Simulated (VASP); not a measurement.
Crystal: CdTe.

```
Te Cd
1.0
     0.00000    3.26786    3.26786
     3.26786    0.00000    3.26786
     3.26786    3.26786    0.00000
Te Cd
1 1
Direct
  0.75000 0.75000 0.75000
  0.00000 0.00000 0.00000
```

Base run:

* Program: VASP 6.6.1
* Functional: r2SCAN50
* Potentials or basis: VASP PAW PBE potentials, release 64 (Te, Cd)
* Cutoff: 520 eV
* k mesh: 4 × 4 × 4
* Occupations: fermi-dirac, width 0.05 eV
* Spin: no spin polarisation

Its results: band gap on the k mesh 3.76 eV; pressure -0.9 GPa.

The run is repeated on the same cell with these changes: functional from r2SCAN50 to HSE06; share of exact exchange from 0.5 to 0.25. What comes out?

Band gap on the k mesh 1.48 eV; pressure 0.7 GPa.

Caveats: the PAW data sets were made with another functional, which shifts forces and pressure a little; spin-orbit coupling is left out, which moves the levels of the heavy elements.

